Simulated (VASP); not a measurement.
Write the native input for VASP 6.6.1 that does the following.

```yaml
Task: single point
Functional: r2SCAN
Potentials_or_basis: VASP PAW PBE potentials, release 64 (K_sv)
Cutoff: 520 eV
k_mesh: 9 × 9 × 9
Occupations: fermi-dirac, width 0.1 eV
Spin: no spin polarisation
Dipole_correction: no
Further_INCAR_settings: ALGO = Normal; EDIFF = 1e-06; NBANDS = 10
```

The system is K.

```xyz
1
Lattice="0.0000 3.4147 3.4147 3.4147 0.0000 3.4147 3.4147 3.4147 0.0000" Properties=species:S:1:pos:R:3 pbc="T T T"
K     0.0000    0.0000    0.0000
```

This isn't the form of K at room conditions, which is bcc.

The input as run:

POSCAR

```
K
1.0
    0.0000000000      3.4146952953      3.4146952953
    3.4146952953      0.0000000000      3.4146952953
    3.4146952953      3.4146952953      0.0000000000
K
1
Direct
    0.0000000000      0.0000000000      0.0000000000
```

INCAR.step1

```
SYSTEM = K
PREC     = Accurate       ! precision mode
ENCUT    = 520            ! plane-wave cutoff, eV
ISMEAR   = -1             ! smearing method
SIGMA    = 0.1            ! smearing width, eV
LREAL    = .FALSE.        ! projectors in reciprocal space
LASPH    = .TRUE.         ! aspherical terms in the spheres
NELM     = 60             ! most SCF steps
NBANDS   = 10             ! bands
GGA      = PE             ! functional
ALGO     = Normal         ! electronic algorithm
EDIFF    = 1E-4           ! SCF threshold, eV
LWAVE    = .TRUE.         ! write WAVECAR
LCHARG   = .FALSE.        ! write CHGCAR
```

INCAR.step2

```
SYSTEM = K
PREC     = Accurate       ! precision mode
ENCUT    = 520            ! plane-wave cutoff, eV
EDIFF    = 1E-6           ! SCF threshold, eV
ISMEAR   = -1             ! smearing method
SIGMA    = 0.1            ! smearing width, eV
LREAL    = .FALSE.        ! projectors in reciprocal space
LASPH    = .TRUE.         ! aspherical terms in the spheres
NELM     = 60             ! most SCF steps
ALGO     = Normal         ! electronic algorithm
ISIF     = 2              ! what is computed and relaxed
LWAVE    = .FALSE.        ! write WAVECAR
LCHARG   = .FALSE.        ! write CHGCAR
METAGGA  = R2SCAN         ! meta-GGA
LMIXTAU  = .TRUE.       
NBANDS   = 10             ! bands
ISTART   = 1
```

KPOINTS

```
regular mesh
0
G
  9 9 9
  0 0 0
```

Potentials or basis: VASP PAW PBE potentials, release 64 (K_sv).

Command:

```bash
$ cat potpaw_PBE.64/K_sv/POTCAR > POTCAR
$ cp INCAR.step1 INCAR
$ mpirun -np 1 vasp_std > vasp.out
$ cp INCAR.step2 INCAR
$ mpirun -np 1 vasp_std > vasp.out
```

It gave:

```json
{"Pressure": "-0.1 GPa", "Band gap on the k mesh": "zero (an odd number of electrons rules out a gap without spin polarisation)"}
```

Caveat: the PAW data sets were made with another functional, which shifts forces and pressure a little.

Run time: 120 s on 1 thread of AMD EPYC 7R43 64-Core Processor (Zen 3), with other jobs on the host, peak memory 0.18 GiB.
